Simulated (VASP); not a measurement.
ZnAg:

```xyz
2
Lattice="3.1560 0.0000 0.0000 0.0000 3.1560 0.0000 0.0000 0.0000 3.1560" Properties=species:S:1:pos:R:3 pbc="T T T"
Zn    1.5780    1.5780    1.5780
Ag    0.0000    0.0000    0.0000
```

* Program: VASP 6.6.1
* Task: relaxation of cell and atoms
* Functional: LDA
* Potentials or basis: VASP PAW LDA potentials, release 64 (Zn, Ag)
* Cutoff: 500 eV
* k mesh: 10 × 10 × 10
* Occupations: fermi-dirac, width 0.1 eV
* Spin: no spin polarisation

At the start: pressure -7.7 GPa; volume 15.72 Å³/atom.

How do energy, volume and symmetry change on relaxing?

Over 3 steps the energy falls by 28.4 meV/atom and the volume is 14.63 Å³/atom (-6.9 %); space group Pm-3m (No. 221, to 0.1 Å) before and after.

Step by step:
| step | energy change (eV) | largest force (eV/Å) | pressure (GPa) | volume (Å³) |
| --- | --- | --- | --- | --- |
| 1 | 0.0000 | 0.0000 | -7.68 | 31.43 |
| 2 | -0.0378 | 0.0000 | 5.65 | 28.13 |
| 3 | -0.0568 | 0.0000 | -0.02 | 29.25 |

Final structure:
```yaml
crystal:
  lattice:
    - [3.08121, 0.00000, 0.00000]
    - [0.00000, 3.08121, 0.00000]
    - [0.00000, 0.00000, 3.08121]
  atoms:
    - { symbol: Zn, position: [0.50000, 0.50000, 0.50000] }
    - { symbol: Ag, position: [0.00000, 0.00000, 0.00000] }
```
